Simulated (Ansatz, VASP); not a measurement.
One calculation of W, two programs

INCAR

```
  PREC = Accurate
  ENCUT = 520
  EDIFF = 1E-7
  ISMEAR = -1
  SIGMA = 0.1
  LREAL = False
  LASPH = True
  NELM = 60
  ALGO = Normal
  ISIF = 2
  LWAVE = False
  LCHARG = False
  GGA = B5
  ALDAX = 1.0
  AGGAX = 1.0
  AGGAC = 1.0
  ALDAC = 0.0
  NBANDS = 36
```

The input KPOINTS:

```
regular mesh
0
Gamma
  14 14 4
```

The input POSCAR:

```
W
1.0
    2.8849212962      0.0000000000      0.0000000000
   -1.4424606481      2.4984151304      0.0000000000
    0.0000000000      0.0000000000     10.2423431752
W
4
Direct
    1.0000000000      0.0000000000      0.0000000000
    1.0000000000      0.0000000000      0.5000000000
    0.3333333333      0.6666666667      0.2500000000
    0.6666666667      0.3333333333      0.7500000000
```

Input for Ansatz:

```yaml
crystal:
  lattice:
    - [2.8849212962, 0.0, 0.0]
    - [-1.4424606481, 2.4984151304, 0.0]
    - [0.0, 0.0, 10.2423431752]
  atoms:
    - { symbol: W, position: [1.0, 0.0, 0.0] }
    - { symbol: W, position: [1.0, 0.0, 0.5] }
    - { symbol: W, position: [0.3333333333, 0.6666666667, 0.25] }
    - { symbol: W, position: [0.6666666667, 0.3333333333, 0.75] }
hamiltonian:
  xc: blyp
  pseudopotentials:
    kind: paw
    azcp:
      W: "pseudopotentials/W.paw.azcp"
basis:
  ecutwfc: 420
  fft_grid_basis: typed
kpoints:
  mp_grid: { grid: [14, 14, 4], shift: [0, 0, 0] }
magnetization:
  spin_polarized: false
scf:
  occupations: { method: fermi_dirac, width: 0.1 }
  lower_state_search: "off"
output:
  stress: true
  write_density: true
  write_potential: true
  elf: true
  volumetric_format: npy
```

Alike in both runs: task single point; functional BLYP; k mesh 14 × 14 × 4; occupations fermi-dirac, width 0.1 eV; no spin polarisation.

|  | VASP | Ansatz |
| --- | --- | --- |
| version | VASP 6.6.1 | Ansatz 0.2.0 |
| potentials or method | VASP PAW PBE potentials, release 64 (W_sv), cutoff 520 eV | plane waves (420 eV) with PAW, scalar-relativistic |
| valence electrons in the cell | 56 | 56 |

Ansatz gave:

* pressure (GPa): -16.8
* traceless stress, the component that is largest in VASP (GPa): 2.08

**Question.** Estimate VASP's values.

**Answer.** Pressure (GPa): -15.7; traceless stress, the component that is largest in VASP (GPa): 1.85.

VASP's potentials were made for PBE, not for BLYP. With one functional, cell and mesh, what is left measures potentials, basis and numerics.

Neither program's run includes spin-orbit coupling.
